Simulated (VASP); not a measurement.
# Re (P6_3/mmc) in VASP: single point with HSE06

Aim: the single point of Re with HSE06.

Program: VASP 6.6.1. These are calculated values, not measurements. Logs are shortened: lines on timing, memory, paths and dates and some standing lists are left out, and cuts for length are marked.

## 1. The cell of the first run

It takes space group P6_3/mmc (No. 194, hexagonal). The conventional cell has a = 2.770 Å, b = 2.770 Å, c = 4.508 Å, α = 90.00°, β = 90.00°, γ = 120.00°. Re (site symmetry -6m2) has 12 Re at 2.76 to 2.77 Å within 3.6 Å.

## 2. Single point, HSE06

Contents of POSCAR:

```
Re
1.0
    2.7701289105      0.0000000000      0.0000000000
   -1.3850644552      2.3990020082      0.0000000000
    0.0000000000      0.0000000000      4.5079876558
Re
2
Direct
    0.3333333333      0.6666666667      0.7500000000
    0.6666666667      0.3333333333      0.2500000000
```

Contents of INCAR.step1:

```
SYSTEM = Re
PREC = Accurate
ENCUT = 520
EDIFF = 1E-5
ISMEAR = 0
SIGMA = 0.05
LREAL = .False.
LASPH = .True.
NELM = 100
ALGO = Normal
ISIF = 2
LWAVE = .True.
LCHARG = .False.
NBANDS = 14
GGA = PE
KPAR = 4
```

Contents of INCAR.step2:

```
SYSTEM = Re
PREC = Accurate
ENCUT = 520
EDIFF = 1E-6
ISMEAR = 0
SIGMA = 0.05
LREAL = .False.
LASPH = .True.
NELM = 100
ALGO = Normal
ISIF = 2
LWAVE = .False.
LCHARG = .False.
GGA = PE
LHFCALC = .True.
HFSCREEN = 0.2079
PRECFOCK = Normal
NBANDS = 14
ISTART = 1
KPAR = 4
```

Contents of KPOINTS:

```
regular mesh
0
Gamma
  8 8 6
  0 0 0
```

Potentials or basis: VASP PAW PBE potentials, release 64 (Re).

Launch:

```sh
$ cat potpaw_PBE.64/Re/POTCAR > POTCAR
$ cp INCAR.step1 INCAR
$ mpirun -np 4 vasp_std > vasp.out
$ cp INCAR.step2 INCAR
$ mpirun -np 4 vasp_std > vasp.out
```

OUTCAR:

```text
SYSTEM = Re
   PREC = Accurate
   ENCUT = 520
   EDIFF = 1E-6
   ISMEAR = 0
   LREAL = .False.
   LASPH = .True.
   NELM = 100
   ISIF = 2
   GGA = PE
   LHFCALC = .True.
   HFSCREEN = 0.2079
   PRECFOCK = Normal
   ISTART = 1

 ion  position               nearest neighbor table
   1  0.333  0.667  0.750-   2 2.76   2 2.76   2 2.76   2 2.76   2 2.76   2 2.76
   2  0.667  0.333  0.250-   1 2.76   1 2.76   1 2.76   1 2.76   1 2.76   1 2.76

  LATTYP: Found a hexagonal cell.
 ALAT       =     2.7701289105
 C/A-ratio  =     1.6273566327

  Lattice vectors:

 A1 = (   2.7701289105,   0.0000000000,   0.0000000000)
 A2 = (  -1.3850644552,   2.3990020082,   0.0000000000)
 A3 = (   0.0000000000,   0.0000000000,   4.5079876558)

Analysis of symmetry for initial positions (statically):
=====================================================================
 Subroutine PRICEL returns:
 Original cell was already a primitive cell.

 Routine SETGRP: Setting up the symmetry group for a
 hexagonal supercell.

 Subroutine GETGRP returns: Found 24 space group operations
 (whereof 12 operations were pure point group operations)
 out of a pool of 24 trial point group operations.

The static configuration has the point symmetry D_3d.
 The point group associated with its full space group is D_6h.

Analysis of symmetry for dynamics (positions and initial velocities):
=====================================================================
 Subroutine PRICEL returns:
 Original cell was already a primitive cell.

 Routine SETGRP: Setting up the symmetry group for a
 hexagonal supercell.

 Subroutine GETGRP returns: Found 24 space group operations
 (whereof 12 operations were pure point group operations)
 out of a pool of 24 trial point group operations.

The dynamic configuration has the point symmetry D_3d.
 The point group associated with its full space group is D_6h.

 Subroutine INISYM returns: Found 24 space group operations
 (whereof 12 operations are pure point group operations),
 and found     1 'primitive' translations

----------------------------------------------------------------------------------------

                                     Primitive cell

  volume of cell :      29.9580

  direct lattice vectors                    reciprocal lattice vectors
[... 97 lines left out ...]
   PSTRESS=    0.0 pullay stress
   NELECT =      14.0000    total number of electrons
   NUPDOWN=      -1.0000    fix difference up-down
   EMIN   =  10.00;   EMAX   =-10.00  energy-range for DOS
   EFERMI =   0.00;   METHOD = LEGACY
   ISMEAR =     0;   SIGMA  =   0.05  broadening in eV -4-tet -1-fermi 0-gaus
   EFERMI_NEDOS =   21; number of points for ismear=-14 and -15
   IALGO  =     38    algorithm
   IMIX   =      1    mixing-type and parameters
     AMIX     =   0.40;   BMIX     =  1.00
     AMIX_MAG =   1.60;   BMIX_MAG =  1.00
  volume/ion in A,a.u.               =      14.98       101.08
  Fermi-wavevector in a.u.,A,eV,Ry     =   1.270417  2.400741 21.959261  1.613960
  Thomas-Fermi vector in A             =   2.403406
   LORBIT       =      0    0 simple, 1 ext, 2 COOP (PROOUT), +10 PAW based schemes
   GGA     = PE    functional components
   LHFCALC =     T    Hartree Fock is set to
   PRECFOCK=normal    Normal, Fast or Accurate (Low or Medium for compatibility)
   ENCUT4O =  -1.0   cutoff for four orbital integrals eV
   NKREDX  =     1    reduce k-point grid by
   NKREDY  =     1    reduce k-point grid by
   NKREDZ  =     1    reduce k-point grid by
   AEXX    =    0.2500 exact exchange contribution
   HFSCREEN=    0.2079 screening length (either q_TF or 0.3 A-1)
   HFSCREENC=   0.2079 screening length for correlation (either q_TF or 0.3 A-1)
   ENCUTFOCK=  -1.0 apply spherical cutoff to Coloumb kernel
   IVDW    =     0    specifies the selected vdW correction
   LEPSILON=     F    determine dielectric tensor
   LRPA    =     F    only Hartree local field effects (RPA)
 non-spin polarized calculation
 Gauss-broadening in eV      SIGMA  =   0.05
  energy-cutoff  :      520.00
  volume of cell :       29.96
 maximum number of plane-waves:       818
 NGX is ok and might be reduce to    24
  NGX = 16; NGY = 16; NGZ = 28

 number of electron      14.0000007 magnetization

 Free energy of the ion-electron system (eV)
  ---------------------------------------------------
  ext. energy  EPLUGINS =         0.00000000
  ---------------------------------------------------
  free energy    TOTEN  =       -28.88616329 eV

  energy without entropy =      -28.88457297  energy(sigma->0) =      -28.88536813

 E-fermi :   7.3325     XC(G=0): -11.1009

 val. band max:        7.2867880831   @ k =   0.1250  -0.0000   0.0000
 cond. band min:       7.3479142752   @ k =   0.1250   0.1250   0.3333
 fundamental gap:      0.0611261921
 Fermi energy:         7.3324697892

 k-point     1 :       0.0000    0.0000    0.0000
  band No.  band energies     occupation
      1      -3.5729      2.00000
      2      -0.0842      2.00000
      3       5.4407      2.00000
      4       5.5888      2.00000
      5       5.5888      2.00000
      6       6.4218      2.00000
      7       6.4218      2.00000
      8       7.6006      0.00000
      9       7.6760      0.00000
     10       7.6760      0.00000
     11      11.1884      0.00000
     12      11.1884      0.00000
     13      18.1057      0.00000
     14      22.6201      0.00000
[... 377 lines left out ...]
      1       0.1207      2.00000
      2       1.1111      2.00000
      3       2.4971      2.00000
      4       3.3167      2.00000
      5       6.1111      2.00000
      6       6.5780      2.00000
      7       7.2692      1.92628
      8       9.3112      0.00000
      9      10.7797      0.00000
     10      10.9439      0.00000
     11      11.6428      0.00000
     12      13.5671      0.00000
     13      19.3022      0.00000
     14      21.8918      0.00000

 [... further k-points ...]
[... 5 lines left out ...]
  --------------------------------------------------------------------------------------
  -------------------------------------------------------------------------------------
  Total       -2.6818694     -2.6818694     -3.2109257     -0.0000000     -0.0000000      0.0000000
  in kB     -143.4283129   -143.4283129   -171.7226277     -0.0000000     -0.0000000      0.0000000
  external PRESSURE =    -152.8597512 kB  Pullay stress =       0.0000000 kB

 VOLUME and BASIS-vectors are now :
 -----------------------------------------------------------------------------
  energy-cutoff  :      520.00
  volume of cell :       29.96
      direct lattice vectors                 reciprocal lattice vectors
     2.770128910  0.000000000  0.000000000     0.360994030  0.208420001  0.000000000
    -1.385064455  2.399002008  0.000000000     0.000000000  0.416840001  0.000000000
     0.000000000  0.000000000  4.507987656     0.000000000  0.000000000  0.221828469

 POSITION                                       TOTAL-FORCE (eV/Angst)
 -----------------------------------------------------------------------------------
     -0.00000      1.59933      3.38099         0.000000     -0.000000     -0.000000
      1.38506      0.79967      1.12700        -0.000000      0.000000      0.000000
 -----------------------------------------------------------------------------------
    total drift:                               -0.000000      0.000000     -0.000010

  FREE ENERGIE OF THE ION-ELECTRON SYSTEM (eV)
  ---------------------------------------------------
  free  energy   TOTEN  =       -28.8861632868 eV

  energy  without entropy=      -28.8845729746  energy(sigma->0) =      -28.88536813
```

It took 35 min on 4 MPI ranks of Intel Xeon Platinum 8488C (Sapphire Rapids), shared host; peak memory 0.28 GiB.

What came out:

```yaml
Free_energy: -28.8862 eV
Pressure: -15.3 GPa
Band_gap_on_the_k_mesh: zero (bands 7 and 8 overlap by 3.46 eV)
```

Stress tensor (GPa, compression positive):
```
-14.34   0.00   0.00
  0.00 -14.34   0.00
  0.00   0.00 -17.17
```

Caveat: the cell stands under tension; the PAW data sets were made with another functional, which shifts forces and pressure a little; spin-orbit coupling is left out, which moves the levels of the heavy elements.
